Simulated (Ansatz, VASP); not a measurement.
NaGeCl3: VASP beside Ansatz

```
Na Ge Cl
1.0
     5.45041    0.00000    0.00000
     0.00000    5.45041    0.00000
     0.00000    0.00000    5.11234
Na Ge Cl
1 1 3
Direct
  0.00000 0.00000 0.00000
  0.50000 0.50000 0.50000
  0.50000 0.50000 0.00000
  0.50000 0.00000 0.50000
  0.00000 0.50000 0.50000
```

Change from the starting cell: epitaxial_xy strain +5.0%.

Alike in both runs: task single point; functional PBE; k mesh 6 × 6 × 6; occupations fermi-dirac, width 0.02 eV; no spin polarisation.

|  | VASP | Ansatz |
| --- | --- | --- |
| version | VASP 6.6.1 | Ansatz 0.2.0 |
| potentials or method | VASP PAW PBE potentials, release 64 (Na_pv, Ge_d, Cl) | plane waves, PAW |
| plane-wave cutoff (eV) | 520 | 420 |
| valence electrons in the cell | 42 | 44 |

|  | VASP | Ansatz | Ansatz less VASP |
| --- | --- | --- | --- |
| gap on the k mesh at the Fermi level (eV) | 0.89 | 0.88 | -0.003 |
| pressure (GPa) | -1.3 | -1.3 | +0.05 |
| traceless stress, the component that is largest in VASP (GPa) | 1.80 | 1.80 | -0.007 |

VASP's potentials hold 42 valence electrons a cell and Ansatz's 44, so a difference there can come from the potentials and not from the codes.
